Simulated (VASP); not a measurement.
# Li5GeF (P4/mmm) in VASP: notebook

The runs below take Li5GeF through relaxation of cell and atoms, with PBE.

Everything below comes from runs of VASP 6.6.1. Logs are shortened: lines on timing, memory, paths and dates and some standing lists are left out, and cuts for length are marked.

## 1. The cell of the first run

It takes space group P4/mmm (No. 123, tetragonal). The conventional cell has a = 3.718 Å, b = 3.718 Å, c = 8.663 Å, α = 90.00°, β = 90.00°, γ = 90.00°. Within 3.5 Å of Li (site symmetry 4/mmm) lie 4 F at 2.63 Å and 8 Li at 3.12 Å. Li (site symmetry 2mm) has 2 Ge at 2.61 Å and 6 Li at 2.63 to 3.12 Å and 2 F at 3.12 Å within 3.4 Å. Ge (site symmetry 4/mmm) has 8 Li at 2.61 Å within 3.4 Å. Within 3.5 Å of F (site symmetry 4/mmm) lie 12 Li at 2.63 to 3.12 Å.

## 2. Relaxation of cell and atoms, PBE

INCAR

```
ALGO     = Normal         # electronic algorithm
EDIFF    = 1E-6           # SCF threshold, eV
EDIFFG   = -0.01          # ionic threshold
ENCUT    = 600            # plane-wave cutoff, eV
GGA      = PE             # functional
IBRION   = 2              # ionic algorithm
ISIF     = 3              # what is computed and relaxed
ISMEAR   = 0              # smearing method
LASPH    = True           # aspherical terms in the spheres
LCHARG   = False          # write CHGCAR
LREAL    = False          # projectors in reciprocal space
LWAVE    = False          # write WAVECAR
NELM     = 100            # most SCF steps
NSW      = 100            # ionic steps
PREC     = Accurate       # precision mode
SIGMA    = 0.1            # smearing width, eV
```

KPOINTS

```
k-points
0
Gamma
  10 10 6
```

POSCAR

```
Li5GeF
1.0
    3.7184796620      0.0000000000      0.0000000000
    0.0000000000      3.7184796620      0.0000000000
    0.0000000000      0.0000000000      8.6632005309
Li Ge F
5 1 1
Direct
    0.5000000000      0.5000000000      0.0000000000
    0.5000000000      0.0000000000      0.7111437863
    0.0000000000      0.5000000000      0.2888562137
    0.5000000000      0.0000000000      0.2888562137
    0.0000000000      0.5000000000      0.7111437863
    0.0000000000      0.0000000000      0.5000000000
    0.0000000000      0.0000000000      0.0000000000
```

Potentials or basis: VASP PAW PBE potentials, release 64 (Li_sv, Ge_d, F).

Started as:

```sh
cat potpaw_PBE.64/Li_sv/POTCAR potpaw_PBE.64/Ge_d/POTCAR potpaw_PBE.64/F/POTCAR > POTCAR
mpirun -np 1 vasp_std > vasp.out
```

OUTCAR:

```text
EDIFF = 1E-6
   EDIFFG = -0.01
   ENCUT = 600
   GGA = PE
   IBRION = 2
   ISIF = 3
   ISMEAR = 0
   LASPH = True
   LREAL = False
   NELM = 100
   NSW = 100
   PREC = Accurate

 ion  position               nearest neighbor table
   1  0.500  0.500  0.000-
   2  0.500  0.000  0.711-   6 2.61   6 2.61
   3  0.000  0.500  0.289-   6 2.61   6 2.61
   4  0.500  0.000  0.289-   6 2.61   6 2.61
   5  0.000  0.500  0.711-   6 2.61   6 2.61
   6  0.000  0.000  0.500-   2 2.61   3 2.61   4 2.61   5 2.61   3 2.61   5 2.61   2 2.61   4 2.61

   7  0.000  0.000  0.000-

  LATTYP: Found a simple tetragonal cell.
 ALAT       =     3.7184796620
 C/A-ratio  =     2.3297695075

  Lattice vectors:

 A1 = (   3.7184796620,   0.0000000000,   0.0000000000)
 A2 = (   0.0000000000,   3.7184796620,   0.0000000000)
 A3 = (   0.0000000000,   0.0000000000,   8.6632005309)

Analysis of symmetry for initial positions (statically):
=====================================================================
 Subroutine PRICEL returns:
 Original cell was already a primitive cell.

 Routine SETGRP: Setting up the symmetry group for a
 simple tetragonal supercell.

 Subroutine GETGRP returns: Found 16 space group operations
 (whereof 16 operations were pure point group operations)
 out of a pool of 16 trial point group operations.

The static configuration has the point symmetry D_4h.

Analysis of symmetry for dynamics (positions and initial velocities):
=====================================================================
 Subroutine PRICEL returns:
 Original cell was already a primitive cell.

 Routine SETGRP: Setting up the symmetry group for a
 simple tetragonal supercell.

 Subroutine GETGRP returns: Found 16 space group operations
 (whereof 16 operations were pure point group operations)
 out of a pool of 16 trial point group operations.

The dynamic configuration has the point symmetry D_4h.

 Subroutine INISYM returns: Found 16 space group operations
 (whereof 16 operations are pure point group operations),
 and found     1 'primitive' translations

----------------------------------------------------------------------------------------

                                     Primitive cell

  volume of cell :     119.7869

  direct lattice vectors                    reciprocal lattice vectors
     3.718479662  0.000000000  0.000000000     0.268927113  0.000000000  0.000000000
     0.000000000  3.718479662  0.000000000     0.000000000  0.268927113  0.000000000
     0.000000000  0.000000000  8.663200531     0.000000000  0.000000000  0.115430781

  length of vectors
     3.718479662  3.718479662  8.663200531     0.268927113  0.268927113  0.115430781

  position of ions in fractional coordinates (direct lattice)
     0.500000000  0.500000000  0.000000000
     0.500000000  0.000000000  0.711143786
     0.000000000  0.500000000  0.288856214
     0.500000000  0.000000000  0.288856214
     0.000000000  0.500000000  0.711143786
     0.000000000  0.000000000  0.500000000
     0.000000000  0.000000000  0.000000000

  ion indices of the primitive-cell ions
   primitive index   ion index
                 1           1
                 2           2
                 3           3
                 4           4
                 5           5
                 6           6
                 7           7

----------------------------------------------------------------------------------------

 KPOINTS: k-points

Automatic generation of k-mesh.
 Grid dimensions read from file:
 generate k-points for:   10   10    6

 Generating k-lattice:

  Cartesian coordinates                     Fractional coordinates (reciprocal lattice)
     0.026892711  0.000000000  0.000000000     0.100000000  0.000000000  0.000000000
     0.000000000  0.026892711  0.000000000     0.000000000  0.100000000  0.000000000
     0.000000000  0.000000000  0.019238463     0.000000000  0.000000000  0.166666667

  Length of vectors
     0.026892711  0.026892711  0.019238463

  Shift w.r.t. Gamma in fractional coordinates (k-lattice)
     0.000000000  0.000000000  0.000000000

 Subroutine IBZKPT returns following result:
 ===========================================

 Found     84 irreducible k-points:

 Following reciprocal coordinates:
            Coordinates               Weight
  0.000000  0.000000  0.000000      1.000000
  0.100000  0.000000  0.000000      4.000000
  0.200000  0.000000  0.000000      4.000000
  0.300000  0.000000  0.000000      4.000000
  0.400000  0.000000  0.000000      4.000000
  0.500000  0.000000  0.000000      2.000000
[... 16 lines left out ...]
  0.100000  0.000000  0.166667      8.000000
  0.200000  0.000000  0.166667      8.000000
 [... further k-points ...]
   k-points           NKPTS =     84   k-points in BZ     NKDIM =     84   number of bands    NBANDS=     22
   number of dos      NEDOS =    301   number of ions     NIONS =      7
   total plane-waves  NPLWV =  63000
   dimension x,y,z NGX =    30 NGY =   30 NGZ =   70
   dimension x,y,z NGXF=    60 NGYF=   60 NGZF=  140
   ions per type =               5   1   1
   NGX,Y,Z   is equivalent  to a cutoff of  13.41, 13.41, 13.43 a.u.
   NGXF,Y,Z  is equivalent  to a cutoff of  26.82, 26.82, 26.87 a.u.
 SYSTEM =  unknown system
   PREC   = accura    normal or accurate (medium, high low for compatibility)
   ISTART =      0    job   : 0-new  1-cont  2-samecut
   ICHARG =      2    charge: 1-file 2-atom 10-const
   ISPIN  =      1    spin polarized calculation?
   LNONCOLLINEAR =      F non collinear calculations
   LSORBIT =      F    spin-orbit coupling
   LASPH  =      T    aspherical Exc in radial PAW
   ENCUT  =  600.0 eV  44.10 Ry    6.64 a.u.   7.43  7.43 17.30*2*pi/ulx,y,z
   NELM   =    100;   NELMIN=  2; NELMDL= -5     # of ELM steps
   EDIFF  = 0.1E-05   stopping-criterion for ELM
   LREAL  =      F    real-space projection
   EDIFFG = -.1E-01   stopping-criterion for IOM
   NSW    =    100    number of steps for IOM
   IBRION =      2    ionic relax: 0-MD 1-quasi-New 2-CG
   NFREE  =      1    steps in history (QN), initial steepest desc. (CG)
   ISIF   =      3    stress and relaxation
   ISYM   =      2    0-nonsym 1-usesym 2-fastsym
   POTIM  = 0.5000    time-step for ionic-motion
   TEBEG  =    0.0;   TEEND  =   0.0 temperature during run
   PSTRESS=    0.0 pullay stress
   NELECT =      36.0000    total number of electrons
   NUPDOWN=      -1.0000    fix difference up-down
   EMIN   =  10.00;   EMAX   =-10.00  energy-range for DOS
   EFERMI =   0.00;   METHOD = LEGACY
   ISMEAR =     0;   SIGMA  =   0.10  broadening in eV -4-tet -1-fermi 0-gaus
   EFERMI_NEDOS =   21; number of points for ismear=-14 and -15
   IALGO  =     38    algorithm
   IMIX   =      4    mixing-type and parameters
     AMIX     =   0.40;   BMIX     =  1.00
     AMIX_MAG =   1.60;   BMIX_MAG =  1.00
  volume/ion in A,a.u.               =      17.11       115.48
  Fermi-wavevector in a.u.,A,eV,Ry     =   1.096577  2.072231 16.360759  1.202482
  Thomas-Fermi vector in A             =   2.232922
   LORBIT       =      0    0 simple, 1 ext, 2 COOP (PROOUT), +10 PAW based schemes
   GGA     = PE    functional components
   LHFCALC =     F    Hartree Fock is set to
   AEXX    =    0.0000 exact exchange contribution
   IVDW    =     0    specifies the selected vdW correction
   LEPSILON=     F    determine dielectric tensor
   LRPA    =     F    only Hartree local field effects (RPA)
 conjugate gradient relaxation of ions
 non-spin polarized calculation
 Gauss-broadening in eV      SIGMA  =   0.10
  energy-cutoff  :      600.00
  volume of cell :      119.79
 maximum number of plane-waves:      4048
 NGX is ok and might be reduce to    30
   NGX = 15   NGY = 15   NGZ = 35

--------------------------------------- Ionic step        1  -------------------------------------------

 number of electron      36.0000007 magnetization

 Free energy of the ion-electron system (eV)
  ---------------------------------------------------
  ext. energy  EPLUGINS =         0.00000000
  ---------------------------------------------------
  free energy    TOTEN  =       -19.13756682 eV

  energy without entropy =      -19.11481687  energy(sigma->0) =      -19.12619185

------------------------ aborting loop because EDIFF is reached ----------------------------------------

  FORCE on cell =-STRESS in cart. coord.  units (eV):
  Direction    XX          YY          ZZ          XY          YZ          ZX
  --------------------------------------------------------------------------------------
  -------------------------------------------------------------------------------------
  Total       -0.1248395     -0.1248395     -0.1269816      0.0000000      0.0000000      0.0000000
  in kB       -1.6697575     -1.6697575     -1.6984091      0.0000000      0.0000000      0.0000000
  external PRESSURE =      -1.6793080 kB  Pullay stress =       0.0000000 kB
[... 231 lines left out ...]
  energy  without entropy=      -19.1157049807  energy(sigma->0) =      -19.12697210

--------------------------------------- Ionic step        7  -------------------------------------------

 number of electron      36.0000001 magnetization

 Free energy of the ion-electron system (eV)
  ---------------------------------------------------
  ext. energy  EPLUGINS =         0.00000000
  ---------------------------------------------------
  free energy    TOTEN  =       -19.13834188 eV

  energy without entropy =      -19.11591955  energy(sigma->0) =      -19.12713072

 E-fermi :   1.9610     XC(G=0):  -8.0261

 val. band max:        1.9434595037   @ k =   0.5000   0.3000   0.1667
 cond. band min:       1.9625086832   @ k =   0.4000   0.0000   0.0000
 fundamental gap:      0.0190491795
 Fermi energy:         1.9609533652

 k-point     1 :       0.0000    0.0000    0.0000
  band No.  band energies     occupation
      1     -45.5416      2.00000
      2     -44.7244      2.00000
      3     -44.7238      2.00000
      4     -44.6606      2.00000
      5     -44.6601      2.00000
      6     -22.2342      2.00000
[... 574 lines left out ...]
      6     -22.2312      2.00000
[... 14 lines left out ...]
     21       4.9826      0.00000
     22       6.0343      0.00000

 [... further k-points ...]

------------------------ aborting loop because EDIFF is reached ----------------------------------------

  FORCE on cell =-STRESS in cart. coord.  units (eV):
  Direction    XX          YY          ZZ          XY          YZ          ZX
  --------------------------------------------------------------------------------------
  -------------------------------------------------------------------------------------
  Total       -0.0043207     -0.0043207      0.0033956      0.0000000     -0.0000000     -0.0000000
  in kB       -0.0583993     -0.0583993      0.0458964      0.0000000     -0.0000000     -0.0000000
  external PRESSURE =      -0.0236341 kB  Pullay stress =       0.0000000 kB
[... 22 lines left out ...]
  FREE ENERGIE OF THE ION-ELECTRON SYSTEM (eV)
  ---------------------------------------------------
  free  energy   TOTEN  =       -19.1383418808 eV

  energy  without entropy=      -19.1159195493  energy(sigma->0) =      -19.12713072

 reached required accuracy - stopping structural energy minimisation
```

Run time: 13 min. Hardware: 1 thread of Intel Xeon Platinum 8259CL at 2.50GHz (Skylake/Cascade Lake), shared host; peak memory 0.42 GiB.

What came out:

- Free energy: -19.1383 eV
- Relaxed volume: 16.93 Å³/atom
- Relaxed cell: a = 3.703 Å, b = 3.703 Å, c = 8.643 Å, α = 90.00°, β = 90.00°, γ = 90.00°
- Space group after relaxing (to 0.05 Å): P4/mmm (No. 123)
- Energy gained by relaxing: 0.1 meV/atom
- Ionic steps: 7
- Pressure after relaxing: 0.0 GPa
- Largest force after relaxing: 0.008 eV/Å
- Band gap on the k mesh: zero (band 18 reaches 2.76 eV, above the bottom of band 19 at 1.51 eV)

Forces in eV/Å, atoms in the order of the input:
```
Li   0.000  0.000  0.000
Li   0.000  0.000  0.008
Li   0.000  0.000 -0.008
Li   0.000  0.000 -0.008
Li   0.000  0.000  0.008
Ge   0.000  0.000  0.000
F    0.000  0.000  0.000
```

Step by step:
```csv
step,energy change (eV),largest force (eV/Å),pressure (GPa),volume (Å³)
1,0.0000,0.0018,-0.17,119.79
2,-0.0003,0.0023,-0.14,119.48
3,-0.0006,0.0149,0.03,118.55
4,-0.0006,0.0126,0.00,118.72
5,-0.0006,0.0119,-0.01,118.77
6,-0.0007,0.0108,0.01,118.71
7,-0.0008,0.0080,0.00,118.54
```

Final structure:
```xyz
7
Lattice="3.7034 0.0000 0.0000 0.0000 3.7034 0.0000 0.0000 0.0000 8.6429" Properties=species:S:1:pos:R:3 pbc="T T T"
Li    1.8517    1.8517    0.0000
Li    1.8517    0.0000    6.1492
Li    3.7034    1.8517    2.4936
Li    1.8517    0.0000    2.4936
Li    0.0000    1.8517    6.1492
Ge    0.0000    0.0000    4.3214
F     0.0000    0.0000    0.0000
```

Caveat: the cutoff is under 1.25 times the usual one of these potentials, so pressure, stress and relaxed cells hold a basis-set (Pulay) error.

## 3. Relaxation of cell and atoms, PBE

This run uses another cell than the first one, of 18.32 Å³/atom, 1.070 times its volume.

INCAR

```
SYSTEM = Li5GeF
  PREC = Accurate
  ENCUT = 600
  EDIFF = 1E-7
  ISMEAR = 0
  SIGMA = 0.1
  LREAL = .FALSE.
  LASPH = .TRUE.
  NELM = 100
  ALGO = Normal
  ISIF = 3
  LWAVE = .FALSE.
  LCHARG = .FALSE.
  GGA = PE
  IBRION = 2
  NSW = 100
  EDIFFG = -0.01
```

KPOINTS

```
regular mesh
0
G
  10 10 6
  0 0 0
```

POSCAR

```
Li5GeF
1.0
    3.9051282441      0.0000000000      0.0000000000
    0.0000000000      3.9051282441      0.0000000000
    0.0000000000      0.0000000000      8.4080525265
Li Ge F
5 1 1
Direct
    0.5000000000      0.5000000000      0.0000000000
    0.5000000000      0.0000000000      0.6922203153
    0.0000000000      0.5000000000      0.3077796847
    0.5000000000      0.0000000000      0.3077796847
    0.0000000000      0.5000000000      0.6922203153
    0.0000000000      0.0000000000      0.5000000000
    0.0000000000      0.0000000000      0.0000000000
```

Potentials or basis: VASP PAW PBE potentials, release 64 (Li_sv, Ge_d, F).

Started as:

```sh
cat potpaw_PBE.64/Li_sv/POTCAR potpaw_PBE.64/Ge_d/POTCAR potpaw_PBE.64/F/POTCAR > POTCAR
mpirun -np 1 vasp_std > vasp.out
```

Run time: 49 min. Hardware: 1 thread of Intel Xeon Platinum 8259CL at 2.50GHz (Skylake/Cascade Lake), shared host; peak memory 0.47 GiB.

The run converged. Its results:

```
Free energy                            : -19.1508 eV
Relaxed volume                         : 16.91 Å³/atom
Relaxed cell                           : a = 3.705 Å, b = 3.705 Å, c = 8.625 Å, α = 90.00°, β = 90.00°, γ = 90.00°
Space group after relaxing (to 0.05 Å) : P4/mmm (No. 123)
Energy gained by relaxing              : 6.5 meV/atom
Ionic steps                            : 22
Pressure after relaxing                : 0.0 GPa
Band gap on the k mesh                 : zero (band 18 reaches 2.78 eV, above the bottom of band 19 at 1.52 eV)
```

Forces in eV/Å, atoms in the order of the input:
```
Li   0.000  0.000  0.000
Li   0.000  0.000  0.002
Li   0.000  0.000 -0.002
Li   0.000  0.000 -0.002
Li   0.000  0.000  0.002
Ge   0.000  0.000  0.000
F    0.000  0.000  0.000
```

Step by step:
| step | energy change (eV) | largest force (eV/Å) | pressure (GPa) | volume (Å³) |
| --- | --- | --- | --- | --- |
| 1 | 0.0000 | 0.0574 | 0.03 | 128.22 |
| 2 | -0.0009 | 0.0532 | -0.01 | 128.29 |
| 3 | -0.0033 | 0.0405 | -0.13 | 128.51 |
| 4 | -0.0058 | 0.0174 | -0.39 | 128.93 |
| 5 | -0.0068 | 0.0190 | -0.38 | 128.65 |
| 6 | -0.0098 | 0.0245 | -0.32 | 127.82 |
| 7 | -0.0158 | 0.0373 | -0.23 | 126.17 |
| 8 | -0.0278 | 0.0606 | -0.03 | 122.86 |
| 9 | -0.0386 | 0.0404 | 0.50 | 116.30 |
| 10 | -0.0395 | 0.0652 | 0.26 | 118.79 |
| 11 | -0.0404 | 0.0567 | 0.36 | 117.73 |
| 12 | -0.0414 | 0.0244 | 0.28 | 117.26 |
| 13 | -0.0414 | 0.0306 | 0.28 | 117.35 |
| 14 | -0.0426 | 0.0250 | 0.18 | 117.98 |
| 15 | -0.0434 | 0.0176 | 0.02 | 118.83 |
| 16 | -0.0435 | 0.0143 | -0.05 | 119.22 |
| 17 | -0.0437 | 0.0150 | -0.04 | 119.15 |
| 18 | -0.0442 | 0.0175 | -0.02 | 118.97 |
| 19 | -0.0446 | 0.0219 | 0.04 | 118.59 |
| 20 | -0.0448 | 0.0162 | 0.00 | 118.65 |
| 21 | -0.0450 | 0.0039 | -0.08 | 118.76 |
| 22 | -0.0452 | 0.0021 | -0.04 | 118.38 |

Final structure:
```yaml
crystal:
  lattice:
    - [3.70476, 0.00000, 0.00000]
    - [0.00000, 3.70476, 0.00000]
    - [0.00000, 0.00000, 8.62475]
  atoms:
    - { symbol: Li, position: [0.50000, 0.50000, 0.00000] }
    - { symbol: Li, position: [0.50000, 0.00000, 0.71217] }
    - { symbol: Li, position: [0.00000, 0.50000, 0.28783] }
    - { symbol: Li, position: [0.50000, 0.00000, 0.28783] }
    - { symbol: Li, position: [0.00000, 0.50000, 0.71217] }
    - { symbol: Ge, position: [0.00000, 0.00000, 0.50000] }
    - { symbol: F, position: [0.00000, 0.00000, 0.00000] }
```

Levels at points of the mesh, in eV from the Fermi level:
```tsv
k point	band 16	band 17	band 18	band 19	band 20	band 21
(0.00, 0.00, 0.00)	-2.59	-1.70	0.81	1.10	1.10	3.87
(0.50, 0.00, 0.00)	-3.19	-1.80	-0.41	0.76	0.81	2.16
(0.50, 0.50, 0.00)	-1.73	-1.73	-1.57	-0.45	0.22	2.74
(0.00, 0.00, 0.50)	-3.07	-0.49	-0.33	1.09	1.09	4.29
(0.50, 0.00, 0.50)	-3.22	-2.03	-0.15	0.49	1.84	2.15
(0.50, 0.50, 0.50)	-1.76	-1.73	-1.73	-0.44	0.19	3.49
```

Caveat: the cutoff is under 1.25 times the usual one of these potentials, so pressure, stress and relaxed cells hold a basis-set (Pulay) error.
